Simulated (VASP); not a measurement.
# LiH (Fm-3m) in VASP: further runs

The runs below take LiH through single point, with HSE06, PBEsol.

Program: VASP 6.6.1. These are calculated values, not measurements. Logs are shortened: lines on timing, memory, paths and dates and some standing lists are left out, and cuts for length are marked.

### Step 1. The cell of the first run

It takes space group Fm-3m (No. 225, cubic). The conventional cell has a = 4.153 Å, b = 4.153 Å, c = 4.153 Å, α = 90.00°, β = 90.00°, γ = 90.00°. Within 2.7 Å of Li (site symmetry m-3m) lie 6 H at 2.08 Å. Within 2.7 Å of H (site symmetry m-3m) lie 6 Li at 2.08 Å.

### Step 2. Single point, HSE06

Contents of POSCAR:

```
LiH
1.0
    0.0000000000      2.0766964161      2.0766964161
    2.0766964161      0.0000000000      2.0766964161
    2.0766964161      2.0766964161      0.0000000000
Li H
1 1
Direct
    0.0000000000      0.0000000000      0.0000000000
    0.5000000000      0.5000000000      0.5000000000
```

Contents of INCAR.step1:

```
PREC = Accurate ; ENCUT = 520
EDIFF = 1E-5 ; ISMEAR = -1
SIGMA = 0.05 ; LREAL = False
LASPH = True ; NELM = 100
ALGO = Normal ; ISIF = 2
LWAVE = True ; NBANDS = 9
GGA = PE
```

Contents of INCAR.step2:

```
PREC = Accurate ; ENCUT = 520
EDIFF = 1E-7 ; ISMEAR = -1
SIGMA = 0.05 ; LREAL = False
LASPH = True ; NELM = 100
ALGO = Normal ; ISIF = 2
LWAVE = False ; LCHARG = True
GGA = PE ; LHFCALC = True
HFSCREEN = 0.2079 ; PRECFOCK = Normal
LELF = True ; LVHAR = True
NBANDS = 9 ; ISTART = 1
```

Contents of KPOINTS:

```
Automatic mesh
0
Gamma
  6 6 6
```

Potentials or basis: VASP PAW PBE potentials, release 64 (Li_sv, H).

Command:

```sh
> cat potpaw_PBE.64/Li_sv/POTCAR potpaw_PBE.64/H/POTCAR > POTCAR
> cp INCAR.step1 INCAR
> mpirun -np 1 vasp_std > vasp.out
> cp INCAR.step2 INCAR
> mpirun -np 1 vasp_std > vasp.out
```

OUTCAR:

```text
PREC = Accurate
   ENCUT = 520
   EDIFF = 1E-7
   ISMEAR = -1
   LREAL = False
   LASPH = True
   NELM = 100
   ISIF = 2
   GGA = PE
   LHFCALC = True
   HFSCREEN = 0.2079
   PRECFOCK = Normal
   ISTART = 1

 ion  position               nearest neighbor table
   1  0.000  0.000  0.000-
   2  0.500  0.500  0.500-

  LATTYP: Found a face centered cubic cell.
 ALAT       =     4.1533928322

  Lattice vectors:

 A1 = (   0.0000000000,   2.0766964161,   2.0766964161)
 A2 = (   2.0766964161,   0.0000000000,   2.0766964161)
 A3 = (   2.0766964161,   2.0766964161,   0.0000000000)

Analysis of symmetry for initial positions (statically):
=====================================================================
 Subroutine PRICEL returns:
 Original cell was already a primitive cell.

 Routine SETGRP: Setting up the symmetry group for a
 face centered cubic supercell.

 Subroutine GETGRP returns: Found 48 space group operations
 (whereof 48 operations were pure point group operations)
 out of a pool of 48 trial point group operations.

The static configuration has the point symmetry O_h .

Analysis of symmetry for dynamics (positions and initial velocities):
=====================================================================
 Subroutine PRICEL returns:
 Original cell was already a primitive cell.

 Routine SETGRP: Setting up the symmetry group for a
 face centered cubic supercell.

 Subroutine GETGRP returns: Found 48 space group operations
 (whereof 48 operations were pure point group operations)
 out of a pool of 48 trial point group operations.

The dynamic configuration has the point symmetry O_h .

 Subroutine INISYM returns: Found 48 space group operations
 (whereof 48 operations are pure point group operations),
 and found     1 'primitive' translations

----------------------------------------------------------------------------------------

                                     Primitive cell

  volume of cell :      17.9122

  direct lattice vectors                    reciprocal lattice vectors
     0.000000000  2.076696416  2.076696416    -0.240767016  0.240767016  0.240767016
     2.076696416  0.000000000  2.076696416     0.240767016 -0.240767016  0.240767016
     2.076696416  2.076696416  0.000000000     0.240767016  0.240767016 -0.240767016

  length of vectors
     2.936892237  2.936892237  2.936892237     0.417020705  0.417020705  0.417020705

[... 84 lines left out ...]
   EMIN   =  10.00;   EMAX   =-10.00  energy-range for DOS
   EFERMI =   0.00;   METHOD = LEGACY
   ISMEAR =    -1;   SIGMA  =   0.05  broadening in eV -4-tet -1-fermi 0-gaus
   EFERMI_NEDOS =   21; number of points for ismear=-14 and -15
   IALGO  =     38    algorithm
   IMIX   =      1    mixing-type and parameters
     AMIX     =   0.40;   BMIX     =  1.00
     AMIX_MAG =   1.60;   BMIX_MAG =  1.00
  volume/ion in A,a.u.               =       8.96        60.44
  Fermi-wavevector in a.u.,A,eV,Ry     =   0.993219  1.876912 13.421937  0.986485
  Thomas-Fermi vector in A             =   2.125086
   LORBIT       =      0    0 simple, 1 ext, 2 COOP (PROOUT), +10 PAW based schemes
   GGA     = PE    functional components
   LHFCALC =     T    Hartree Fock is set to
   PRECFOCK=normal    Normal, Fast or Accurate (Low or Medium for compatibility)
   ENCUT4O =  -1.0   cutoff for four orbital integrals eV
   NKREDX  =     1    reduce k-point grid by
   NKREDY  =     1    reduce k-point grid by
   NKREDZ  =     1    reduce k-point grid by
   AEXX    =    0.2500 exact exchange contribution
   HFSCREEN=    0.2079 screening length (either q_TF or 0.3 A-1)
   HFSCREENC=   0.2079 screening length for correlation (either q_TF or 0.3 A-1)
   ENCUTFOCK=  -1.0 apply spherical cutoff to Coloumb kernel
   IVDW    =     0    specifies the selected vdW correction
   LEPSILON=     F    determine dielectric tensor
   LRPA    =     F    only Hartree local field effects (RPA)
 non-spin polarized calculation
  energy-cutoff  :      520.00
  volume of cell :       17.91
 maximum number of plane-waves:       531
 NGX is ok and might be reduce to    24
  NGX = 18; NGY = 18; NGZ = 18

 number of electron       4.0000008 magnetization

 Free energy of the ion-electron system (eV)
  ---------------------------------------------------
  ext. energy  EPLUGINS =         0.00000000
  ---------------------------------------------------
  free energy    TOTEN  =        -6.76075674 eV

  energy without entropy =       -6.76075674  energy(sigma->0) =       -6.76075674

 E-fermi :   0.1645     XC(G=0):  -6.8605

 val. band max:       -1.0603078146   @ k =   0.5000   0.5000   0.0000
 cond. band min:       2.9626009152   @ k =   0.5000   0.5000   0.0000
 fundamental gap:      4.0229087298
 Fermi energy:         0.1645057557

 k-point     1 :       0.0000    0.0000    0.0000
  band No.  band energies     occupation
      1     -48.4737      2.00000
      2      -6.6895      2.00000
      3      15.4841      0.00000
      4      17.3078      0.00000
      5      17.3078      0.00000
      6      17.3078      0.00000
      7      21.7105      0.00000
      8      21.7105      0.00000
      9      21.7105      0.00000
[... 169 lines left out ...]
 k-point    16 :      -0.3333    0.5000    0.1667
  band No.  band energies     occupation
      1     -48.4295      2.00000
      2      -1.2023      2.00000
      3       3.9652      0.00000
      4       6.9042      0.00000
      5      11.0588      0.00000
      6      16.8367      0.00000
      7      19.0736      0.00000
      8      27.5929      0.00000
      9      27.8992      0.00000

------------------------ aborting loop because EDIFF is reached ----------------------------------------

  FORCE on cell =-STRESS in cart. coord.  units (eV):
  Direction    XX          YY          ZZ          XY          YZ          ZX
  --------------------------------------------------------------------------------------
  -------------------------------------------------------------------------------------
  Total       -0.4308253     -0.4308253     -0.4308253      0.0000000     -0.0000000      0.0000000
  in kB      -38.5356588    -38.5356588    -38.5356588      0.0000000     -0.0000000      0.0000000
  external PRESSURE =     -38.5356588 kB  Pullay stress =       0.0000000 kB

 VOLUME and BASIS-vectors are now :
 -----------------------------------------------------------------------------
  energy-cutoff  :      520.00
  volume of cell :       17.91
      direct lattice vectors                 reciprocal lattice vectors
     0.000000000  2.076696416  2.076696416    -0.240767016  0.240767016  0.240767016
     2.076696416  0.000000000  2.076696416     0.240767016 -0.240767016  0.240767016
     2.076696416  2.076696416  0.000000000     0.240767016  0.240767016 -0.240767016

 POSITION                                       TOTAL-FORCE (eV/Angst)
 -----------------------------------------------------------------------------------
      0.00000      0.00000      0.00000        -0.000000      0.000000     -0.000000
      2.07670      2.07670      2.07670         0.000000     -0.000000      0.000000
 -----------------------------------------------------------------------------------
    total drift:                                0.000000      0.000000      0.000000

  FREE ENERGIE OF THE ION-ELECTRON SYSTEM (eV)
  ---------------------------------------------------
  free  energy   TOTEN  =        -6.7607567414 eV

  energy  without entropy=       -6.7607567414  energy(sigma->0) =       -6.76075674
```

Wall time 2.3 min (1 thread of Intel Xeon Platinum 8259CL at 2.50GHz (Skylake/Cascade Lake), shared host); peak memory 0.23 GiB.

Results:

| Quantity | Value |
| --- | --- |
| Free energy | -6.7608 eV |
| Band gap on the k mesh | 4.02 eV, direct |

Caveat: the k points lie up to 0.44 Å⁻¹ apart; the cutoff is under 1.25 times the usual one of these potentials, so pressure, stress and relaxed cells hold a basis-set (Pulay) error; the PAW data sets were made with another functional, which shifts forces and pressure a little. A k mesh can miss the band edges.

### Step 3. Single point, PBEsol (volume scaled by 0.94)

Contents of INCAR:

```
PREC = Accurate ; ENCUT = 750
EDIFF = 1E-6 ; ISMEAR = -1
SIGMA = 0.05 ; LREAL = F
LASPH = T ; NELM = 120
ALGO = Normal ; ISIF = 2
LWAVE = F ; LCHARG = T
GGA = PS ; LELF = T
LVHAR = T ; NBANDS = 9
GGA_COMPAT = F
```

Contents of KPOINTS:

```
Automatic mesh
0
Gamma
  11 11 11
```

Contents of POSCAR:

```
LiH
1.0
    0.0000000000      1.9951720069      1.9951720069
    1.9951720069      0.0000000000      1.9951720069
    1.9951720069      1.9951720069      0.0000000000
Li H
1 1
Direct
    0.0000000000      0.0000000000      0.0000000000
    0.5000000000      0.5000000000      0.5000000000
```

Potentials or basis: VASP PAW PBE potentials, release 64 (Li_sv, H).

Command:

```sh
> cat potpaw_PBE.64/Li_sv/POTCAR potpaw_PBE.64/H/POTCAR > POTCAR
> mpirun -np 1 vasp_std > vasp.out
```

It took 6 s on 1 thread of Intel Xeon 6975P-C (Granite Rapids), shared host; peak memory 0.15 GiB.

The run converged. Its results:

```yaml
Free_energy: -6.1213 eV
Pressure: -0.4 GPa
Band_gap_on_the_k_mesh: 2.94 eV, direct
```

Levels at points of the mesh, in eV from the valence-band top:
```csv
k point,band 1,band 2,band 3,band 4,band 5,band 6,band 7
"(0.00, 0.00, 0.00)",-43.63,-5.56,16.31,17.91,17.91,17.91,22.55
```

Caveat: the PAW data sets were made with another functional, which shifts forces and pressure a little. A k mesh can miss the band edges.

### Step 4. Single point, PBEsol (volume scaled by 1.02)

Contents of INCAR:

```
PREC = Accurate
ENCUT = 750
EDIFF = 1E-6
ISMEAR = -1
SIGMA = 0.05
LREAL = F
LASPH = T
NELM = 120
ALGO = Normal
ISIF = 2
LWAVE = F
LCHARG = T
GGA = PS
LELF = T
LVHAR = T
NBANDS = 9
GGA_COMPAT = F
```

Contents of KPOINTS:

```
regular mesh
0
Gamma
  11 11 11
```

Contents of POSCAR:

```
LiH
1.0
    0.0000000000      2.0502388037      2.0502388037
    2.0502388037      0.0000000000      2.0502388037
    2.0502388037      2.0502388037      0.0000000000
Li H
1 1
Direct
    0.0000000000      0.0000000000      0.0000000000
    0.5000000000      0.5000000000      0.5000000000
```

Command:

```sh
> cat potpaw_PBE.64/Li_sv/POTCAR potpaw_PBE.64/H/POTCAR > POTCAR
> mpirun -np 1 vasp_std > vasp.out
```

Wall time 9 s (1 thread of Intel Xeon 6975P-C (Granite Rapids), shared host); peak memory 0.15 GiB.

It converged, with:

```
Free energy            : -6.1078 eV
Pressure               : -2.9 GPa
Band gap on the k mesh : 2.99 eV, direct
```

Levels at points of the mesh, in eV from the valence-band top:
| k point | band 1 | band 2 | band 3 | band 4 | band 5 | band 6 |
| --- | --- | --- | --- | --- | --- | --- |
| (0.00, 0.00, 0.00) | -43.72 | -5.26 | 15.27 | 17.11 | 17.11 | 17.11 |

Caveat: the PAW data sets were made with another functional, which shifts forces and pressure a little.

### Step 5. Summary

| level | cell | k mesh | cutoff (eV) | grid for exact exchange (PRECFOCK) | screening parameter | gap on the mesh (eV) | pressure (GPa) |
| --- | --- | --- | --- | --- | --- | --- | --- |
| HSE06 | a = 2.937 Å, angles 60.0°, 2 atoms | 6 × 6 × 6 | 520 | Normal | 0.2079 1/Å | 4.02 | - |
| PBEsol | a = 2.822 Å, angles 60.0°, 2 atoms | 11 × 11 × 11 | 750 | - | - | 2.94 | -0.4 |
| PBEsol | a = 2.899 Å, angles 60.0°, 2 atoms | 11 × 11 × 11 | 750 | - | - | 2.99 | -2.9 |

Alike in all rows: task single point; potentials or basis VASP PAW PBE potentials, release 64 (Li_sv, H); no spin polarisation; smearing fermi-dirac 0.05 eV.

Caveats: some runs use coarse meshes; the PAW data sets were made with another functional, which shifts forces and pressure a little; the cutoff is under 1.25 times the usual one of these potentials, so pressure, stress and relaxed cells hold a basis-set (Pulay) error (some runs).

Total energies depend on the potentials used, so only differences within one code and one set of settings carry meaning.
